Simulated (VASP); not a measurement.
Write the native input for VASP 6.6.1 that does the following.

```yaml
Task: single point
Functional: PBE
Potentials_or_basis: VASP PAW PBE potentials, release 64 (Dy_3, Be, Se), 4f in core
Cutoff: 600 eV
k_mesh: 6 × 6 × 4
Occupations: gaussian, width 0.1 eV
Spin: no spin polarisation
Dipole_correction: no
Further_INCAR_settings: ALGO = Normal; EDIFF = 1e-06; NBANDS = 28
```

The structure of Dy3Be2Se lies in POSCAR:

```
Dy3Be2Se
1.0
    5.0551334112      0.0000000000      0.0000000000
   -2.5275667056      4.3778739536      0.0000000000
    0.0000000000      0.0000000000      5.6554127826
Dy Be Se
3 2 1
Direct
    0.3333333333      0.6666666667      0.0000000000
    0.6666666667      0.3333333333      0.0000000000
    0.0000000000      0.0000000000      0.5000000000
    0.3333333333      0.6666666667      0.5000000000
    0.6666666667      0.3333333333      0.5000000000
    0.0000000000      0.0000000000      0.0000000000
```

The cell was generated, and may not be a known phase.

The input as run:

INCAR

```
SYSTEM = Dy3Be2Se
PREC = Accurate
ENCUT = 600
EDIFF = 1E-6
ISMEAR = 0
SIGMA = 0.1
LREAL = .FALSE.
LASPH = .TRUE.
NELM = 200
ALGO = Normal
ISIF = 2
LWAVE = .FALSE.
LCHARG = .FALSE.
GGA = PE
NBANDS = 28
GGA_COMPAT = .FALSE.
LMAXMIX = 6
```

KPOINTS

```
regular mesh
0
G
  6 6 4
  0 0 0
```

Potentials or basis: VASP PAW PBE potentials, release 64 (Dy_3, Be, Se), 4f in core.

The run is started by

```sh
$ cat potpaw_PBE.64/Dy_3/POTCAR potpaw_PBE.64/Be/POTCAR potpaw_PBE.64/Se/POTCAR > POTCAR
$ mpirun -np 1 vasp_std > vasp.out
```

It gave:

```yaml
Pressure: 0.4 GPa
Band_gap_on_the_k_mesh: zero (an odd number of electrons rules out a gap without spin polarisation)
```

Caveat: spin-orbit coupling is left out, which moves the levels of the heavy elements; the 4f electrons are frozen in the core, so they carry no moment and show no levels; the run has no spin polarisation, though such a crystal can be magnetic.

It took 69 s on 1 thread of Intel(R) Xeon(R) 6975P-C (Granite Rapids), with other jobs on the host, peak memory 0.31 GiB.
